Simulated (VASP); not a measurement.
# LaS3 (P6/mmm) in VASP: a series of runs, part 2 of 2

VASP 6.6.1. Earlier steps stand in the parts before.

### Step 3. Single point, PBE

This run uses another cell than the first one, of 30.97 Å³/atom, 1.023 times its volume.

Contents of INCAR:

```
SYSTEM = LaS3
  PREC = Accurate
  ENCUT = 500
  EDIFF = 1E-6
  ISMEAR = 0
  SIGMA = 0.1
  LREAL = .False.
  LASPH = .True.
  NELM = 200
  ALGO = Normal
  ISIF = 2
  LWAVE = .False.
  LCHARG = .False.
  GGA = PE
  NBANDS = 22
  GGA_COMPAT = .False.
  LMAXMIX = 6
```

Contents of KPOINTS:

```
Automatic mesh
0
Gamma
  6 6 2
  0 0 0
```

Contents of POSCAR:

```
LaS3
1.0
    3.8684107993      0.0000000000      0.0000000000
   -1.9342053997      3.3501420245      0.0000000000
    0.0000000000      0.0000000000      9.5580643052
La S
1 3
Direct
    0.0000000000      0.0000000000      0.0000000000
    0.0000000000      0.0000000000      0.7242386565
    0.0000000000      0.0000000000      0.2757613435
    0.0000000000      0.0000000000      0.5000000000
```

Potentials or basis: VASP PAW PBE potentials, release 64 (La, S).

Launch:

```console
cat potpaw_PBE.64/La/POTCAR potpaw_PBE.64/S/POTCAR > POTCAR
mpirun -np 1 vasp_std > vasp.out
```

OUTCAR:

```text
SYSTEM = LaS3
   PREC = Accurate
   ENCUT = 500
   EDIFF = 1E-6
   ISMEAR = 0
   LREAL = .False.
   LASPH = .True.
   NELM = 200
   ISIF = 2
   GGA = PE

 ion  position               nearest neighbor table
   1  0.000  0.000  0.000-   2 2.64   3 2.64
   2  0.000  0.000  0.724-   4 2.14   1 2.64
   3  0.000  0.000  0.276-   4 2.14   1 2.64
   4  0.000  0.000  0.500-   2 2.14   3 2.14

  LATTYP: Found a hexagonal cell.
 ALAT       =     3.8684107993
 C/A-ratio  =     2.4707986822

[... 532 lines left out ...]
  FORCE on cell =-STRESS in cart. coord.  units (eV):
  Direction    XX          YY          ZZ          XY          YZ          ZX
  --------------------------------------------------------------------------------------
  -------------------------------------------------------------------------------------
  Total        0.0796882      0.0796882     -0.5396907     -0.0000000      0.0000000      0.0000000
  in kB        1.0307153      1.0307153     -6.9805518     -0.0000000      0.0000000      0.0000000
  external PRESSURE =      -1.6397071 kB  Pullay stress =       0.0000000 kB

 VOLUME and BASIS-vectors are now :
 -----------------------------------------------------------------------------
  energy-cutoff  :      500.00
  volume of cell :      123.87
      direct lattice vectors                 reciprocal lattice vectors
     3.868410799  0.000000000  0.000000000     0.258504087  0.149247404  0.000000000
    -1.934205400  3.350142025  0.000000000     0.000000000  0.298494808  0.000000000
     0.000000000  0.000000000  9.558064305     0.000000000  0.000000000  0.104623695

 POSITION                                       TOTAL-FORCE (eV/Angst)
 -----------------------------------------------------------------------------------
      0.00000      0.00000      0.00000         0.000000      0.000000     -0.000000
      0.00000      0.00000      6.92232        -0.000000      0.000000     -0.010349
      0.00000      0.00000      2.63574        -0.000000     -0.000000      0.010349
      0.00000      0.00000      4.77903         0.000000      0.000000     -0.000000
 -----------------------------------------------------------------------------------
    total drift:                                0.000000      0.000000     -0.000000

  FREE ENERGIE OF THE ION-ELECTRON SYSTEM (eV)
  ---------------------------------------------------
  free  energy   TOTEN  =       -16.5646660153 eV

  energy  without entropy=      -16.5307760914  energy(sigma->0) =      -16.54772105
```

stdout:

```text
POSCAR found type information on POSCAR LaS
 POSCAR found :  2 types and       4 ions
 scaLAPACK will be used
 LDA part: xc-table for (Slater+PW92), standard interpolation
 POSCAR, INCAR and KPOINTS ok, starting setup
 FFT: planning ... GRIDC
 FFT: planning ... GRID_SOFT
 FFT: planning ... GRID
 WAVECAR not read
 entering main loop
```

It took 20 s on 1 thread of Intel Xeon 6975P-C (Granite Rapids), shared host; peak memory 0.23 GiB.

Results:

| Item | Value |
| --- | --- |
| Free energy | -16.5647 eV |
| Pressure | -0.2 GPa |
| Largest force | 0.010 eV/Å |

Forces on the atoms (eV/Å):
```
La   0.000  0.000  0.000
S    0.000  0.000 -0.010
S    0.000  0.000  0.010
S    0.000  0.000  0.000
```

Caveat: spin-orbit coupling is left out, which moves the levels of the heavy elements.

### Step 4. Relaxation of cell and atoms, PBE

Contents of INCAR:

```
  PREC = Accurate
  ENCUT = 500
  EDIFF = 1E-7
  ISMEAR = 0
  SIGMA = 0.1
  LREAL = F
  LASPH = T
  NELM = 200
  ALGO = Normal
  ISIF = 3
  LWAVE = F
  LCHARG = F
  GGA = PE
  IBRION = 2
  NSW = 90
  EDIFFG = -0.04
  GGA_COMPAT = F
  NELMIN = 4
  LMAXMIX = 6
```

Contents of KPOINTS:

```
regular mesh
0
Gamma
  6 6 2
```

Contents of POSCAR:

```
LaS3
1.0
    4.0604615400      0.0000000000      0.0000000000
   -2.0302307700      3.5164628400      0.0000000000
    0.0000000000      0.0000000000      8.4827885300
La S
1 3
Direct
    0.0000000000      0.0000000000      0.0000000000
    0.0000000000      0.0000000000      0.7843083000
    0.0000000000      0.0000000000      0.2156917000
    0.0000000000      0.0000000000      0.5000000000
```

Launch:

```console
cat potpaw_PBE.64/La/POTCAR potpaw_PBE.64/S/POTCAR > POTCAR
mpirun -np 1 vasp_std > vasp.out
```

It took 9 min on 1 thread of Intel Xeon 6975P-C (Granite Rapids), shared host; peak memory 0.26 GiB.

The run converged. Its results:

| Quantity | Value |
| --- | --- |
| Free energy | -16.5637 eV |
| Relaxed volume | 31.02 Å³/atom |
| Relaxed cell | a = 3.880 Å, b = 3.880 Å, c = 9.520 Å, α = 90.00°, β = 90.00°, γ = 120.00° |
| Space group after relaxing (to 0.05 Å) | P6/mmm (No. 191) |
| Energy gained by relaxing | 2912.6 meV/atom |
| Ionic steps | 19 |
| Pressure after relaxing | 0.1 GPa |
| Largest force after relaxing | 0.014 eV/Å |

Forces on the atoms (eV/Å):
```
La   0.000  0.000  0.000
S    0.000  0.000  0.014
S    0.000  0.000 -0.014
S    0.000  0.000  0.000
```

Stress tensor (GPa, compression positive):
```
0.04 0.00 0.00
0.00 0.04 0.00
0.00 0.00 0.20
```

The path:
| step | energy change (eV) | largest force (eV/Å) | pressure (GPa) | volume (Å³) |
| --- | --- | --- | --- | --- |
| 1 | 0.0000 | 25.7518 | 41.75 | 121.12 |
| 2 | -5.2505 | 2.9462 | 3.76 | 259.69 |
| 3 | -8.5474 | 0.9523 | -5.40 | 178.35 |
| 4 | -8.8682 | 0.6737 | -5.36 | 173.77 |
| 5 | -10.8441 | 1.6415 | -2.85 | 147.44 |
| 6 | -11.3154 | 2.3625 | 1.45 | 134.28 |
| 7 | -11.3138 | 2.3652 | 1.24 | 134.73 |
| 8 | -11.4790 | 0.1442 | -2.97 | 139.52 |
| 9 | -11.5356 | 0.7383 | -1.60 | 137.88 |
| 10 | -11.6231 | 0.3758 | -0.76 | 133.45 |
| 11 | -11.6406 | 0.0319 | 0.01 | 130.53 |
| 12 | -11.6407 | 0.0609 | -0.05 | 130.75 |
| 13 | -11.6440 | 0.0872 | -0.31 | 130.07 |
| 14 | -11.6440 | 0.0942 | -0.32 | 130.04 |
| 15 | -11.6465 | 0.0976 | -0.22 | 128.66 |
| 16 | -11.6494 | 0.1090 | 0.14 | 124.57 |
| 17 | -11.6499 | 0.0298 | -0.08 | 123.82 |
| 18 | -11.6502 | 0.0603 | 0.00 | 124.13 |
| 19 | -11.6504 | 0.0142 | 0.09 | 124.08 |

Final structure:
```xyz
4
Lattice="3.8796 0.0000 0.0000 -1.9398 3.3598 0.0000 0.0000 0.0000 9.5195" Properties=species:S:1:pos:R:3 pbc="T T T"
La   -1.9398    3.3598    9.5195
S     0.0000    0.0000    6.8952
S    -1.9398    3.3598    2.6243
S    -1.9398    3.3598    4.7598
```

Levels at points of the mesh, in eV from the Fermi level:
| k point | band 10 | band 11 | band 12 | band 13 | band 14 | band 15 | band 16 | band 17 | band 18 |
| --- | --- | --- | --- | --- | --- | --- | --- | --- | --- |
| (0.00, 0.00, 0.00) | -2.01 | -1.68 | -1.55 | -0.91 | -0.91 | 0.87 | 0.87 | 1.76 | 1.84 |
| (0.50, 0.00, 0.00) | -3.07 | -2.43 | -1.38 | -1.37 | -0.81 | -0.64 | 0.52 | 1.71 | 2.07 |
| (0.00, 0.00, 0.50) | -2.06 | -1.56 | -0.70 | -0.70 | -0.22 | 0.64 | 0.64 | 1.76 | 1.88 |
| (0.50, 0.00, 0.50) | -2.64 | -2.50 | -1.42 | -1.12 | -0.64 | 0.02 | 0.21 | 2.07 | 2.09 |

Caveat: the k points lie up to 0.33 Å⁻¹ apart in the final cell; spin-orbit coupling is left out, which moves the levels of the heavy elements.

### Step 5. Single point, PBE

This run uses another cell than the first one: it holds 8 atoms, not 4.

Contents of INCAR:

```
ALGO = Normal
EDIFF = 1E-6
ENCUT = 500
GGA = PE
GGA_COMPAT = False
ISIF = 2
ISMEAR = 0
LASPH = True
LCHARG = False
LMAXMIX = 6
LREAL = False
LWAVE = False
NBANDS = 39
NELM = 200
PREC = Accurate
SIGMA = 0.2
```

Contents of KPOINTS:

```
k-points
0
Gamma
  6 4 2
```

Contents of POSCAR:

```
LaS3
1.0
    1.9293400838     -3.3417150501      0.0000000000
   -5.7880202513     -3.3417150502      0.0000000000
    0.0000000000      0.0000000000     -9.6111873029
La S
2 6
Direct
    0.5000000000      0.5000000000      1.0000000000
    1.0000000000      1.0000000000      1.0000000000
    0.5000000000      0.5000000000      0.2764875965
    0.0000000000      1.0000000000      0.2764875965
    1.0000000000      1.0000000000      0.7235124035
    0.5000000000      0.5000000000      0.7235124035
    0.0000000000      1.0000000000      0.5000000000
    0.5000000000      0.5000000000      0.5000000000
```

Launch:

```console
cat potpaw_PBE.64/La/POTCAR potpaw_PBE.64/S/POTCAR > POTCAR
mpirun -np 1 vasp_std > vasp.out
```

Wall time 2.1 min (1 thread of Intel Xeon 6975P-C (Granite Rapids), shared host); peak memory 0.42 GiB.

The run converged. Its results:

```
Free energy            : -33.2494 eV
Pressure               : -0.5 GPa
Largest force          : 0.055 eV/Å
Band gap on the k mesh : zero (band 29 reaches 3.50 eV, above the bottom of band 30 at 2.47 eV)
```

Forces in eV/Å, atoms in the order of the input:
```
La   0.000  0.000  0.000
La   0.000  0.000  0.000
S    0.000  0.000 -0.055
S    0.000  0.000 -0.055
S    0.000  0.000  0.055
S    0.000  0.000  0.055
S    0.000  0.000  0.000
S    0.000  0.000  0.000
```

Stress tensor (GPa, compression positive):
```
-0.04 -0.01  0.00
-0.01 -0.02  0.00
 0.00  0.00 -1.54
```

Levels at points of the mesh, in eV from the Fermi level:
```tsv
k point	band 27	band 28	band 29	band 30	band 31	band 32
(0.00, 0.00, 0.00)	-0.78	-0.78	-0.61	0.55	0.91	0.91
(0.50, 0.00, 0.00)	-0.57	-0.57	0.02	0.02	0.82	0.82
(0.00, 0.50, 0.00)	-0.55	-0.55	0.08	0.08	0.72	0.72
(0.50, 0.50, 0.00)	-0.83	-0.83	-0.60	-0.60	0.55	0.55
(0.00, 0.00, 0.50)	-0.59	-0.28	-0.02	0.26	0.71	0.71
(0.50, 0.00, 0.50)	-0.28	-0.28	-0.02	-0.02	0.72	0.72
(0.00, 0.50, 0.50)	-0.34	-0.34	-0.13	-0.13	0.47	0.47
(0.50, 0.50, 0.50)	-0.61	-0.61	-0.02	-0.02	0.26	0.26
```

Caveat: spin-orbit coupling is left out, which moves the levels of the heavy elements.

### Step 6. Overview

```tsv
task	cell	k mesh	smearing	gap on the mesh (eV)	pressure (GPa)	largest force (eV/Å)
single point	a = 4.060, b = 4.060, c = 8.483 Å, angles 90.0, 90.0, 120.0°, 4 atoms	6 × 6 × 2	gaussian 0.1 eV	none	41.7	25.75
single point	a = 3.868, b = 3.868, c = 9.558 Å, angles 90.0, 90.0, 120.0°, 4 atoms	6 × 6 × 2	gaussian 0.1 eV	none	-0.2	0.01
relaxation of cell and atoms	relaxed from a = 4.060, b = 4.060, c = 8.483 Å, angles 90.0, 90.0, 120.0°, 4 atoms	6 × 6 × 2	gaussian 0.1 eV	none	0.1	0.01
single point	a = 3.859, b = 6.683, c = 9.611 Å, 8 atoms	6 × 4 × 2	gaussian 0.2 eV	none	-0.5	0.06
```

Alike in all rows: level PBE; potentials or basis VASP PAW PBE potentials, release 64 (La, S); no spin polarisation; cutoff (eV) 500.

Caveats: some runs use coarse meshes; spin-orbit coupling is left out, which moves the levels of the heavy elements; forces of over 1 eV/Å act on the atoms, so gaps and moduli don't describe the material at rest (some runs).

Total energies depend on the potentials used, so only differences within one code and one set of settings carry meaning.
